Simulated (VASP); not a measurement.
# Al8N7 (a cell with a defect) in VASP: single point with PBE

Aim: the single point of Al8N7 (a cell with a defect) with PBE.

Everything below comes from runs of VASP 6.6.1. Logs are shortened: lines on timing, memory, paths and dates and some standing lists are left out, and cuts for length are marked.

## 1. The cell of the first run

The cell holds a defect, 15 atoms: a = 5.757 Å, b = 5.757 Å, c = 5.757 Å, α = 60.00°, β = 60.00°, γ = 60.00°.

## 2. Single point, PBE (atom 9 moved 0.000 of the way to it and -0.250 Å across, host rigid)

Contents of INCAR:

```
  ALGO = Normal
  EDIFF = 1E-6
  ENCUT = 520
  GGA = PE
  ISIF = 2
  ISMEAR = 0
  LASPH = True
  LCHARG = True
  LELF = True
  LREAL = Auto
  LVHAR = True
  LWAVE = False
  NBANDS = 42
  NELECT = 56.0
  NELM = 100
  PREC = Accurate
  SIGMA = 0.05
```

Contents of KPOINTS:

```
k-points
0
Gamma
  4 4 4
```

Contents of POSCAR:

```
Al8N7
1.0
    0.0000000000      4.0705261175     -4.0705261175
    4.0705261175      4.0705261175      0.0000000000
    4.0705261175      0.0000000000     -4.0705261175
Al N
8 7
Direct
    0.2500000000      0.7500000000      0.2500000000
    0.2500000000      0.2500000000      0.2500000000
    0.7500000000      0.7500000000      0.2500000000
    0.7500000000      0.2500000000      0.2500000000
    0.2500000000      0.7500000000      0.7500000000
    0.2500000000      0.2500000000      0.7500000000
    0.7500000000      0.7500000000      0.7500000000
    0.7500000000      0.2500000000      0.7500000000
    0.5307085611     -0.0307085611      0.0307085611
    1.0000000000      0.5000000000      0.0000000000
    1.0000000000      0.0000000000      0.0000000000
    0.5000000000      0.5000000000      0.5000000000
    0.5000000000      0.0000000000      0.5000000000
    1.0000000000      0.5000000000      0.5000000000
    1.0000000000      0.0000000000      0.5000000000
```

Potentials or basis: VASP PAW PBE potentials, release 64 (Al, N).

Started as:

```console
$ cat potpaw_PBE.64/Al/POTCAR potpaw_PBE.64/N/POTCAR > POTCAR
$ mpirun -np 1 vasp_std > vasp.out
```

OUTCAR:

```text
EDIFF = 1E-6
   ENCUT = 520
   GGA = PE
   ISIF = 2
   ISMEAR = 0
   LASPH = True
   LREAL = Auto
   NELECT = 56.0
   NELM = 100
   PREC = Accurate

 ion  position               nearest neighbor table
   1  0.250  0.750  0.250-  11 2.04  12 2.04  14 2.04  15 2.04   9 2.05   5 2.88   2 2.88   3 2.88
                             5 2.88   6 2.88   7 2.88   2 2.88   4 2.88   6 2.88   3 2.88   4 2.88
   2  0.250  0.250  0.250-  10 2.04  13 2.04  14 2.04  15 2.04   9 2.05   6 2.88   1 2.88   4 2.88
                             5 2.88   6 2.88   8 2.88   1 2.88   3 2.88   5 2.88   3 2.88   4 2.88
   3  0.750  0.750  0.250-   9 1.79  10 2.04  11 2.04  12 2.04  13 2.04  14 2.04   1 2.88   4 2.88
                             7 2.88   5 2.88   7 2.88   8 2.88   2 2.88   4 2.88   8 2.88   1 2.88
   4  0.750  0.250  0.250-  10 2.04  11 2.04  12 2.04  13 2.04  15 2.04   8 2.88   2 2.88   3 2.88
                             6 2.88   7 2.88   8 2.88   1 2.88   3 2.88   7 2.88   1 2.88   2 2.88
   5  0.250  0.750  0.750-  10 2.04  11 2.04  12 2.04  13 2.04  15 2.04   7 2.88   1 2.88   6 2.88
                             1 2.88   2 2.88   3 2.88   2 2.88   6 2.88   8 2.88   3 2.88   7 2.88
   6  0.250  0.250  0.750-  10 2.04  11 2.04  12 2.04  13 2.04  14 2.04   9 2.29   2 2.88   5 2.88
                             8 2.88   1 2.88   2 2.88   4 2.88   1 2.88   5 2.88   7 2.88   4 2.88
   7  0.750  0.750  0.750-  10 2.04  13 2.04  14 2.04  15 2.04   9 2.05   8 2.88   3 2.88   5 2.88
                             1 2.88   3 2.88   4 2.88   4 2.88   6 2.88   8 2.88   1 2.88   5 2.88
   8  0.750  0.250  0.750-  11 2.04  12 2.04  14 2.04  15 2.04   9 2.05   7 2.88   4 2.88   6 2.88
                             2 2.88   3 2.88   4 2.88   3 2.88   5 2.88   7 2.88   2 2.88   5 2.88
   9  0.531  0.969  0.031-   3 1.79   2 2.05   1 2.05   7 2.05   8 2.05   6 2.29
  10  0.000  0.500  0.000-   2 2.04   3 2.04   4 2.04   5 2.04   6 2.04   7 2.04
  11  0.000  0.000  0.000-   1 2.04   3 2.04   4 2.04   5 2.04   6 2.04   8 2.04
  12  0.500  0.500  0.500-   1 2.04   3 2.04   4 2.04   5 2.04   6 2.04   8 2.04
  13  0.500  0.000  0.500-   2 2.04   3 2.04   4 2.04   5 2.04   6 2.04   7 2.04
  14  0.000  0.500  0.500-   1 2.04   2 2.04   3 2.04   6 2.04   7 2.04   8 2.04
  15  0.000  0.000  0.500-   1 2.04   2 2.04   4 2.04   5 2.04   7 2.04   8 2.04

  LATTYP: Found a face centered cubic cell.
 ALAT       =     8.1410522350

  Lattice vectors:

 A1 = (   0.0000000000,   4.0705261175,  -4.0705261175)
 A2 = (   4.0705261175,   4.0705261175,   0.0000000000)
 A3 = (   4.0705261175,   0.0000000000,  -4.0705261175)

Analysis of symmetry for initial positions (statically):
=====================================================================
 Subroutine PRICEL returns:
 Original cell was already a primitive cell.

 Routine SETGRP: Setting up the symmetry group for a
 face centered cubic supercell.

 Subroutine GETGRP returns: Found  4 space group operations
 (whereof  1 operations were pure point group operations)
 out of a pool of 48 trial point group operations.

The static configuration has the point symmetry C_1 .
 The point group associated with its full space group is C_2v.

Analysis of symmetry for dynamics (positions and initial velocities):
=====================================================================
 Subroutine PRICEL returns:
 Original cell was already a primitive cell.

 Routine SETGRP: Setting up the symmetry group for a
 face centered cubic supercell.

 Subroutine GETGRP returns: Found  4 space group operations
 (whereof  1 operations were pure point group operations)
 out of a pool of 48 trial point group operations.

The dynamic configuration has the point symmetry C_1 .
 The point group associated with its full space group is C_2v.

 Subroutine INISYM returns: Found  4 space group operations
 (whereof  1 operations are pure point group operations),
 and found     1 'primitive' translations

----------------------------------------------------------------------------------------

                                     Primitive cell

  volume of cell :     134.8906

  direct lattice vectors                    reciprocal lattice vectors
     0.000000000  4.070526118 -4.070526118    -0.122834244  0.122834244 -0.122834244
     4.070526118  4.070526118  0.000000000     0.122834244  0.122834244  0.122834244
     4.070526118  0.000000000 -4.070526118     0.122834244 -0.122834244 -0.122834244

  length of vectors
     5.756593241  5.756593241  5.756593241     0.212755152  0.212755152  0.212755152

[... 58 lines left out ...]

 Found     18 irreducible k-points:

 Following reciprocal coordinates:
            Coordinates               Weight
  0.000000  0.000000  0.000000      1.000000
  0.250000  0.000000  0.000000      4.000000
  0.000000  0.250000  0.000000      4.000000
  0.500000  0.000000  0.000000      2.000000
  0.000000  0.500000  0.000000      2.000000
  0.250000  0.250000  0.000000      4.000000
[... 10 lines left out ...]
 -0.250000  0.500000  0.250000      2.000000
  0.250000 -0.250000  0.500000      4.000000
   k-points           NKPTS =     18   k-points in BZ     NKDIM =     18   number of bands    NBANDS=     42
   number of dos      NEDOS =    301   number of ions     NIONS =     15
   total plane-waves  NPLWV = 110592
   dimension x,y,z NGX =    48 NGY =   48 NGZ =   48
   dimension x,y,z NGXF=    96 NGYF=   96 NGZF=   96
   ions per type =               8   7
   NGX,Y,Z   is equivalent  to a cutoff of  13.86, 13.86, 13.86 a.u.
   NGXF,Y,Z  is equivalent  to a cutoff of  27.72, 27.72, 27.72 a.u.
 SYSTEM =  unknown system
   PREC   = accura    normal or accurate (medium, high low for compatibility)
   ISTART =      0    job   : 0-new  1-cont  2-samecut
   ICHARG =      2    charge: 1-file 2-atom 10-const
   ISPIN  =      1    spin polarized calculation?
   LNONCOLLINEAR =      F non collinear calculations
   LSORBIT =      F    spin-orbit coupling
   LASPH  =      T    aspherical Exc in radial PAW
   ENCUT  =  520.0 eV  38.22 Ry    6.18 a.u.  10.70 10.70 10.70*2*pi/ulx,y,z
   NELM   =    100;   NELMIN=  2; NELMDL= -5     # of ELM steps
   EDIFF  = 0.1E-05   stopping-criterion for ELM
   LREAL  =      T    real-space projection
   EDIFFG = 0.1E-04   stopping-criterion for IOM
   NSW    =      0    number of steps for IOM
   IBRION =     -1    ionic relax: 0-MD 1-quasi-New 2-CG
   NFREE  =      0    steps in history (QN), initial steepest desc. (CG)
   ISIF   =      2    stress and relaxation
   ISYM   =      2    0-nonsym 1-usesym 2-fastsym
   POTIM  = 0.5000    time-step for ionic-motion
   TEBEG  =    0.0;   TEEND  =   0.0 temperature during run
   PSTRESS=    0.0 pullay stress
   NELECT =      56.0000    total number of electrons
   NUPDOWN=      -1.0000    fix difference up-down
   EMIN   =  10.00;   EMAX   =-10.00  energy-range for DOS
   EFERMI =   0.00;   METHOD = LEGACY
   ISMEAR =     0;   SIGMA  =   0.05  broadening in eV -4-tet -1-fermi 0-gaus
   EFERMI_NEDOS =   21; number of points for ismear=-14 and -15
   IALGO  =     38    algorithm
   IMIX   =      4    mixing-type and parameters
     AMIX     =   0.40;   BMIX     =  1.00
     AMIX_MAG =   1.60;   BMIX_MAG =  1.00
  volume/ion in A,a.u.               =       8.99        60.69
  Fermi-wavevector in a.u.,A,eV,Ry     =   1.221266  2.307858 20.292965  1.491491
  Thomas-Fermi vector in A             =   2.356454
   LORBIT       =      0    0 simple, 1 ext, 2 COOP (PROOUT), +10 PAW based schemes
   GGA     = PE    functional components
   LHFCALC =     F    Hartree Fock is set to
   AEXX    =    0.0000 exact exchange contribution
   IVDW    =     0    specifies the selected vdW correction
   LEPSILON=     F    determine dielectric tensor
   LRPA    =     F    only Hartree local field effects (RPA)
 non-spin polarized calculation
 Gauss-broadening in eV      SIGMA  =   0.05
  energy-cutoff  :      520.00
  volume of cell :      134.89
 maximum number of plane-waves:      3695
 NGX is ok and might be reduce to    48
   NGX = 21   NGY = 21   NGZ = 21

 number of electron      55.9999997 magnetization

 Free energy of the ion-electron system (eV)
  ---------------------------------------------------
  ext. energy  EPLUGINS =         0.00000000
  ---------------------------------------------------
  free energy    TOTEN  =      -132.30930202 eV

  energy without entropy =     -132.30108317  energy(sigma->0) =     -132.30519260

 E-fermi :   8.7513     XC(G=0): -11.6801

 val. band max:        8.7481166387   @ k =   0.5000   0.0000   0.0000
 cond. band min:       8.7513185668   @ k =   0.5000   0.0000   0.0000
 fundamental gap:      0.0032019282
 Fermi energy:         8.7512517437

 k-point     1 :       0.0000    0.0000    0.0000
  band No.  band energies     occupation
      1      -7.6847      2.00000
      2      -4.9189      2.00000
      3      -4.8980      2.00000
      4      -4.8977      2.00000
      5      -4.2398      2.00000
      6      -3.9917      2.00000
[... 763 lines left out ...]
     39      18.2659      0.00000
     40      18.3065      0.00000
 [bands above 40 left out]

------------------------ aborting loop because EDIFF is reached ----------------------------------------

  FORCE on cell =-STRESS in cart. coord.  units (eV):
  Direction    XX          YY          ZZ          XY          YZ          ZX
  --------------------------------------------------------------------------------------
  -------------------------------------------------------------------------------------
  Total      -36.1117190    -36.1117190    -32.6357637      0.2724894      0.0000000      0.0000000
  in kB     -428.9208051   -428.9208051   -387.6347745      3.2365226      0.0000000      0.0000000
  external PRESSURE =    -415.1587949 kB  Pullay stress =       0.0000000 kB

 VOLUME and BASIS-vectors are now :
 -----------------------------------------------------------------------------
  energy-cutoff  :      520.00
  volume of cell :      134.89
      direct lattice vectors                 reciprocal lattice vectors
     0.000000000  4.070526118 -4.070526118    -0.122834244  0.122834244 -0.122834244
     4.070526118  4.070526118  0.000000000     0.122834244  0.122834244  0.122834244
     4.070526118  0.000000000 -4.070526118     0.122834244 -0.122834244 -0.122834244

 POSITION                                       TOTAL-FORCE (eV/Angst)
 -----------------------------------------------------------------------------------
      4.07053      4.07053     -2.03526         2.513157     -0.014930     -0.146325
      2.03526      2.03526     -2.03526         0.014930     -2.513157     -0.146325
      4.07053      6.10579     -4.07053        -0.000000     -0.000000     -2.227101
      2.03526      4.07053     -4.07053         0.000000      0.000000     -2.542141
      6.10579      4.07053     -4.07053        -0.000000     -0.000000      2.528191
      4.07053      2.03526     -4.07053        -0.000000     -0.000000      0.147026
      6.10579      6.10579     -6.10579        -0.014930      2.513157     -0.146325
      4.07053      4.07053     -6.10579        -2.513157      0.014930     -0.146325
      4.07053      6.10579     -2.28526        -0.000000     -0.000000      4.667445
      2.03526      2.03526      0.00000        -0.630225      0.013666     -0.511615
      0.00000      0.00000      0.00000        -0.013666      0.630225     -0.511615
      4.07053      4.07053     -4.07053         0.013666     -0.630225     -0.511615
      2.03526      2.03526     -4.07053         0.630225     -0.013666     -0.511615
      4.07053      2.03526     -2.03526        -0.000000     -0.000000      0.004284
      2.03526      0.00000     -2.03526        -0.000000     -0.000000      0.054055
 -----------------------------------------------------------------------------------
    total drift:                               -0.000000     -0.000000      0.001560

  FREE ENERGIE OF THE ION-ELECTRON SYSTEM (eV)
  ---------------------------------------------------
  free  energy   TOTEN  =      -132.3093020223 eV

  energy  without entropy=     -132.3010831686  energy(sigma->0) =     -132.30519260
```

Run time: 2.1 min. Hardware: 1 thread of Intel Xeon 6975P-C (Granite Rapids), shared host; peak memory 0.32 GiB.

What came out:

- Free energy: -132.3093 eV
- Largest force: 4.667 eV/Å

Forces in eV/Å, atoms in the order of the input:
```
Al   2.513 -0.015 -0.146
Al   0.015 -2.513 -0.146
Al   0.000  0.000 -2.227
Al   0.000  0.000 -2.542
Al   0.000  0.000  2.528
Al   0.000  0.000  0.147
Al  -0.015  2.513 -0.146
Al  -2.513  0.015 -0.146
N    0.000  0.000  4.667
N   -0.630  0.014 -0.512
N   -0.014  0.630 -0.512
N    0.014 -0.630 -0.512
N    0.630 -0.014 -0.512
N    0.000  0.000  0.004
N    0.000  0.000  0.054
```

Caveat: the cell carries a net charge on a neutralising background, which shifts energy and pressure; the cell differs from its parent crystal (atom 9 moved 0.000 of the way to it and -0.250 Å across, host rigid); the cell is charged against a uniform background, so pressure and absolute levels hang on convention.
